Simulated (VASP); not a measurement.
# SiC (CsCl type) (Pm-3m) in VASP: relaxation of cell and atoms with PBE

Aim: the relaxation of cell and atoms of SiC (CsCl type) with PBE.

Program: VASP 6.6.1. These are calculated values, not measurements. Logs are shortened: lines on timing, memory, paths and dates and some standing lists are left out, and cuts for length are marked.

## 1. The cell of the first run

It takes space group Pm-3m (No. 221, cubic). Conventional cell: a = 2.389 Å, b = 2.389 Å, c = 2.389 Å, α = 90.00°, β = 90.00°, γ = 90.00°. Within 2.7 Å of Si (site symmetry m-3m) lie 8 C at 2.07 Å and 6 Si at 2.39 Å. C (site symmetry m-3m) has 8 Si at 2.07 Å and 6 C at 2.39 Å within 2.7 Å.

## 2. Relaxation of cell and atoms, PBE, target pressure 100 GPa, at which the enthalpy is minimised

INCAR

```
SYSTEM = SiC
ALGO     = Normal         ! electronic algorithm
EDIFF    = 1E-7           ! SCF threshold, eV
EDIFFG   = -0.005         ! ionic threshold
ENCUT    = 600            ! plane-wave cutoff, eV
GGA      = PE             ! functional
IBRION   = 2              ! ionic algorithm
ISIF     = 3              ! what is computed and relaxed
ISMEAR   = -1             ! smearing method
LASPH    = .TRUE.         ! aspherical terms in the spheres
LCHARG   = .FALSE.        ! write CHGCAR
LREAL    = .FALSE.        ! projectors in reciprocal space
LWAVE    = .FALSE.        ! write WAVECAR
NELM     = 100            ! most SCF steps
NSW      = 32             ! ionic steps
PREC     = Accurate       ! precision mode
PSTRESS  = 1000.0       
SIGMA    = 0.1            ! smearing width, eV
```

KPOINTS

```
k-points
0
G
  15 15 15
  0 0 0
```

POSCAR

```
SiC
1.0
    2.3888849567      0.0000000000      0.0000000000
    0.0000000000      2.3888849567      0.0000000000
    0.0000000000      0.0000000000      2.3888849567
Si C
1 1
Direct
    0.0000000000      0.0000000000      0.0000000000
    0.5000000000      0.5000000000      0.5000000000
```

Potentials or basis: VASP PAW PBE potentials, release 64 (Si, C).

The run is started by

```bash
$ cat potpaw_PBE.64/Si/POTCAR potpaw_PBE.64/C/POTCAR > POTCAR
$ mpirun -np 1 vasp_std > vasp.out
```

OUTCAR:

```text
SYSTEM = SiC
   EDIFF = 1E-7
   EDIFFG = -0.005
   ENCUT = 600
   GGA = PE
   IBRION = 2
   ISIF = 3
   ISMEAR = -1
   LASPH = .TRUE.
   LREAL = .FALSE.
   NELM = 100
   NSW = 32
   PREC = Accurate
   PSTRESS = 1000.0

 ion  position               nearest neighbor table
   1  0.000  0.000  0.000-   2 2.07   2 2.07   2 2.07   2 2.07   2 2.07   2 2.07   2 2.07   2 2.07

   2  0.500  0.500  0.500-   1 2.07   1 2.07   1 2.07   1 2.07   1 2.07   1 2.07   1 2.07   1 2.07

  LATTYP: Found a simple cubic cell.
 ALAT       =     2.3888849567

  Lattice vectors:

 A1 = (   2.3888849567,   0.0000000000,   0.0000000000)
 A2 = (   0.0000000000,   2.3888849567,   0.0000000000)
 A3 = (   0.0000000000,   0.0000000000,   2.3888849567)

Analysis of symmetry for initial positions (statically):
=====================================================================
 Subroutine PRICEL returns:
 Original cell was already a primitive cell.

 Routine SETGRP: Setting up the symmetry group for a
 simple cubic supercell.

 Subroutine GETGRP returns: Found 48 space group operations
 (whereof 48 operations were pure point group operations)
 out of a pool of 48 trial point group operations.

The static configuration has the point symmetry O_h .

Analysis of symmetry for dynamics (positions and initial velocities):
=====================================================================
 Subroutine PRICEL returns:
 Original cell was already a primitive cell.

 Routine SETGRP: Setting up the symmetry group for a
 simple cubic supercell.

 Subroutine GETGRP returns: Found 48 space group operations
 (whereof 48 operations were pure point group operations)
 out of a pool of 48 trial point group operations.

The dynamic configuration has the point symmetry O_h .

 Subroutine INISYM returns: Found 48 space group operations
 (whereof 48 operations are pure point group operations),
 and found     1 'primitive' translations

----------------------------------------------------------------------------------------

                                     Primitive cell

  volume of cell :      13.6328

  direct lattice vectors                    reciprocal lattice vectors
     2.388884957  0.000000000  0.000000000     0.418605340  0.000000000  0.000000000
     0.000000000  2.388884957  0.000000000     0.000000000  0.418605340  0.000000000
     0.000000000  0.000000000  2.388884957     0.000000000  0.000000000  0.418605340

  length of vectors
     2.388884957  2.388884957  2.388884957     0.418605340  0.418605340  0.418605340

  position of ions in fractional coordinates (direct lattice)
     0.000000000  0.000000000  0.000000000
     0.500000000  0.500000000  0.500000000

  ion indices of the primitive-cell ions
   primitive index   ion index
                 1           1
                 2           2

----------------------------------------------------------------------------------------

 KPOINTS: k-points

Automatic generation of k-mesh.
 Grid dimensions read from file:
 generate k-points for:   15   15   15

 Generating k-lattice:

  Cartesian coordinates                     Fractional coordinates (reciprocal lattice)
     0.027907023  0.000000000  0.000000000     0.066666667  0.000000000  0.000000000
     0.000000000  0.027907023  0.000000000     0.000000000  0.066666667  0.000000000
     0.000000000  0.000000000  0.027907023     0.000000000  0.000000000  0.066666667

  Length of vectors
     0.027907023  0.027907023  0.027907023

  Shift w.r.t. Gamma in fractional coordinates (k-lattice)
     0.000000000  0.000000000  0.000000000

 Subroutine IBZKPT returns following result:
 ===========================================

 Found    120 irreducible k-points:

 Following reciprocal coordinates:
            Coordinates               Weight
  0.000000  0.000000  0.000000      1.000000
  0.066667  0.000000  0.000000      6.000000
  0.133333  0.000000  0.000000      6.000000
  0.200000  0.000000  0.000000      6.000000
  0.266667  0.000000  0.000000      6.000000
  0.333333  0.000000  0.000000      6.000000
[... 16 lines left out ...]
  0.266667  0.200000  0.000000     24.000000
  0.333333  0.200000  0.000000     24.000000
 [... further k-points ...]
   k-points           NKPTS =    120   k-points in BZ     NKDIM =    120   number of bands    NBANDS=      8
   number of dos      NEDOS =    301   number of ions     NIONS =      2
   total plane-waves  NPLWV =   8000
   dimension x,y,z NGX =    20 NGY =   20 NGZ =   20
   dimension x,y,z NGXF=    40 NGYF=   40 NGZF=   40
   ions per type =               1   1
   NGX,Y,Z   is equivalent  to a cutoff of  13.92, 13.92, 13.92 a.u.
   NGXF,Y,Z  is equivalent  to a cutoff of  27.84, 27.84, 27.84 a.u.
 SYSTEM =  SiC
   PREC   = accura    normal or accurate (medium, high low for compatibility)
   ISTART =      0    job   : 0-new  1-cont  2-samecut
   ICHARG =      2    charge: 1-file 2-atom 10-const
   ISPIN  =      1    spin polarized calculation?
   LNONCOLLINEAR =      F non collinear calculations
   LSORBIT =      F    spin-orbit coupling
   LASPH  =      T    aspherical Exc in radial PAW
   ENCUT  =  600.0 eV  44.10 Ry    6.64 a.u.   4.77  4.77  4.77*2*pi/ulx,y,z
   NELM   =    100;   NELMIN=  2; NELMDL= -5     # of ELM steps
   EDIFF  = 0.1E-06   stopping-criterion for ELM
   LREAL  =      F    real-space projection
   EDIFFG = -.5E-02   stopping-criterion for IOM
   NSW    =     32    number of steps for IOM
   IBRION =      2    ionic relax: 0-MD 1-quasi-New 2-CG
   NFREE  =      1    steps in history (QN), initial steepest desc. (CG)
   ISIF   =      3    stress and relaxation
   ISYM   =      2    0-nonsym 1-usesym 2-fastsym
   POTIM  = 0.5000    time-step for ionic-motion
   TEBEG  =    0.0;   TEEND  =   0.0 temperature during run
   PSTRESS= 1000.0 pullay stress
   NELECT =       8.0000    total number of electrons
   NUPDOWN=      -1.0000    fix difference up-down
   EMIN   =  10.00;   EMAX   =-10.00  energy-range for DOS
   EFERMI =   0.00;   METHOD = LEGACY
   ISMEAR =    -1;   SIGMA  =   0.10  broadening in eV -4-tet -1-fermi 0-gaus
   EFERMI_NEDOS =   21; number of points for ismear=-14 and -15
   IALGO  =     38    algorithm
   IMIX   =      4    mixing-type and parameters
     AMIX     =   0.40;   BMIX     =  1.00
     AMIX_MAG =   1.60;   BMIX_MAG =  1.00
  volume/ion in A,a.u.               =       6.82        46.00
  Fermi-wavevector in a.u.,A,eV,Ry     =   1.370596  2.590052 25.559014  1.878535
  Thomas-Fermi vector in A             =   2.496368
   LORBIT       =      0    0 simple, 1 ext, 2 COOP (PROOUT), +10 PAW based schemes
   GGA     = PE    functional components
   LHFCALC =     F    Hartree Fock is set to
   AEXX    =    0.0000 exact exchange contribution
   IVDW    =     0    specifies the selected vdW correction
   LEPSILON=     F    determine dielectric tensor
   LRPA    =     F    only Hartree local field effects (RPA)
 conjugate gradient relaxation of ions
 non-spin polarized calculation
  energy-cutoff  :      600.00
  volume of cell :       13.63
 maximum number of plane-waves:       466
 NGX is ok and might be reduce to    20
   NGX =  9   NGY =  9   NGZ =  9

 number of electron       8.0000000 magnetization

 Free energy of the ion-electron system (eV)
  ---------------------------------------------------
  ext. energy  EPLUGINS =         0.00000000
  ---------------------------------------------------
  free energy    TOTEN  =        -9.77653892 eV

  energy without entropy =       -9.75240240  energy(sigma->0) =       -9.76447066

 E-fermi :  16.0770     XC(G=0): -13.7789

 val. band max:       15.9944158918   @ k =   0.3333   0.2000   0.0667
 cond. band min:      16.0782657026   @ k =   0.4667   0.4667   0.2000
 fundamental gap:      0.0838498108
 Fermi energy:        16.0770474880

 k-point     1 :       0.0000    0.0000    0.0000
  band No.  band energies     occupation
      1      -5.2078      2.00000
      2      14.5309      2.00000
      3      14.5309      2.00000
      4      14.5309      2.00000
      5      20.2356      0.00000
      6      20.2356      0.00000
      7      21.8242      0.00000
      8      33.5965      0.00000

 k-point     2 :       0.0667    0.0000    0.0000
  band No.  band energies     occupation
      1      -5.1035      2.00000
      2      13.5047      2.00000
      3      14.6043      2.00000
      4      14.6043      2.00000
      5      20.3426      0.00000
      6      20.9958      0.00000
      7      22.2162      0.00000
      8      33.1881      0.00000

 k-point     3 :       0.1333    0.0000    0.0000
  band No.  band energies     occupation
      1      -4.7913      2.00000
      2      11.4709      2.00000
      3      14.8200      1.99999
      4      14.8200      1.99999
      5      20.6615      0.00000
      6      21.6328      0.00000
      7      23.9140      0.00000
      8      32.0942      0.00000

 k-point     4 :       0.2000    0.0000    0.0000
  band No.  band energies     occupation
      1      -4.2731      2.00000
      2       9.2659      2.00000
      3      15.1637      1.99978
      4      15.1637      1.99978
      5      21.1857      0.00000
      6      22.0562      0.00000
      7      25.8661      0.00000
      8      30.6246      0.00000

 k-point     5 :       0.2667    0.0000    0.0000
  band No.  band energies     occupation
      1      -3.5528      2.00000
      2       7.1173      2.00000
      3      15.6062      1.98213
      4      15.6062      1.98213
      5      21.8992      0.00000
      6      22.5488      0.00000
      7      26.9876      0.00000
      8      29.0787      0.00000

 k-point     6 :       0.3333    0.0000    0.0000
  band No.  band energies     occupation
      1      -2.6384      2.00000
      2       5.1031      2.00000
      3      16.0946      0.91243
      4      16.0946      0.91243
      5      22.7648      0.00000
      6      23.1272      0.00000
      7      27.0498      0.00000
      8      27.6732      0.00000

 k-point     7 :       0.4000    0.0000    0.0000
  band No.  band energies     occupation
      1      -1.5516      2.00000
      2       3.2730      2.00000
      3      16.5399      0.01935
      4      16.5399      0.01935
      5      23.6852      0.00000
      6      23.7536      0.00000
      7      26.5752      0.00000
      8      26.5827      0.00000
[... 133 lines left out ...]
 k-point    20 :       0.4000    0.1333    0.0000
  band No.  band energies     occupation
      1      -1.1524      2.00000
      2       3.6668      2.00000
      3      14.2048      2.00000
      4      16.8340      0.00103
      5      20.8662      0.00000
      6      24.2783      0.00000
      7      26.2887      0.00000
      8      26.9130      0.00000

 k-point    21 :       0.4667    0.1333    0.0000
  band No.  band energies     occupation
      1      -0.0310      2.00000
      2       2.1744      2.00000
      3      14.6736      2.00000
      4      17.1110      0.00006
      5      20.1851      0.00000
      6      25.0262      0.00000
      7      25.8515      0.00000
      8      26.3179      0.00000

 k-point    22 :       0.2000    0.2000    0.0000
  band No.  band energies     occupation
      1      -3.3467      2.00000
      2       9.6169      2.00000
      3      10.6059      2.00000
      4      15.8012      1.88075
      5      22.1086      0.00000
      6      23.5611      0.00000
      7      26.5644      0.00000
      8      29.6663      0.00000

 k-point    23 :       0.2667    0.2000    0.0000
  band No.  band energies     occupation
      1      -2.6332      2.00000
      2       7.8918      2.00000
      3      10.8274      2.00000
      4      16.2461      0.31129
      5      21.4036      0.00000
      6      23.3787      0.00000
      7      27.1687      0.00000
      8      29.4216      0.00000

 k-point    24 :       0.3333    0.2000    0.0000
  band No.  band energies     occupation
      1      -1.7285      2.00000
      2       5.9441      2.00000
      3      11.5179      2.00000
      4      16.7361      0.00274
      5      19.9807      0.00000
      6      23.9344      0.00000
      7      27.2497      0.00000
      8      28.3048      0.00000

 [... further k-points ...]

------------------------ aborting loop because EDIFF is reached ----------------------------------------

  FORCE on cell =-STRESS in cart. coord.  units (eV):
  Direction    XX          YY          ZZ          XY          YZ          ZX
  --------------------------------------------------------------------------------------
  -------------------------------------------------------------------------------------
  Total        8.5030466      8.5030466      8.5030466      0.0000000      0.0000000      0.0000000
  in kB      999.3081645    999.3081645    999.3081645      0.0000000      0.0000000      0.0000000
  external PRESSURE =      -0.6918355 kB  Pullay stress =    1000.0000000 kB

 VOLUME and BASIS-vectors are now :
 -----------------------------------------------------------------------------
  energy-cutoff  :      600.00
  volume of cell :       13.63
      direct lattice vectors                 reciprocal lattice vectors
     2.388884957  0.000000000  0.000000000     0.418605340  0.000000000  0.000000000
     0.000000000  2.388884957  0.000000000     0.000000000  0.418605340  0.000000000
     0.000000000  0.000000000  2.388884957     0.000000000  0.000000000  0.418605340

 POSITION                                       TOTAL-FORCE (eV/Angst)
 -----------------------------------------------------------------------------------
      0.00000      0.00000      0.00000         0.000000      0.000000      0.000000
      1.19444      1.19444      1.19444         0.000000      0.000000      0.000000
 -----------------------------------------------------------------------------------
    total drift:                                0.000000      0.000000      0.000000

  FREE ENERGIE OF THE ION-ELECTRON SYSTEM (eV)
  ---------------------------------------------------
  free  energy   TOTEN  =        -9.7765389233 eV

  energy  without entropy=       -9.7524023972  energy(sigma->0) =       -9.76447066

  enthalpy is  TOTEN    =        -1.2676055228 eV   P V=        8.5089334005

 reached required accuracy - stopping structural energy minimisation
```

It took 17 s on 1 thread of Intel Xeon 8259CL, shared host; peak memory 0.13 GiB.

Results:

```
Free energy             : -9.7765 eV
Pressure after relaxing : 99.9 GPa
Band gap on the k mesh  : zero (bands 4 and 5 overlap by 4.52 eV)
```

Final structure:
```
Si C
1.0
     2.38888    0.00000    0.00000
     0.00000    2.38888    0.00000
     0.00000    0.00000    2.38888
Si C
1 1
Direct
  0.00000 0.00000 0.00000
  0.50000 0.50000 0.50000
```

Levels at points of the mesh, in eV from the Fermi level:
```
           k point  band 1  band 2  band 3  band 4  band 5  band 6  band 7  band 8
(0.00, 0.00, 0.00)  -21.28   -1.55   -1.55   -1.55    4.16    4.16    5.75   17.52
```

Caveat: the relaxation stopped at its first step, so nothing moved; the cell is relaxed towards a set pressure, so the run minimises the enthalpy, not the energy.
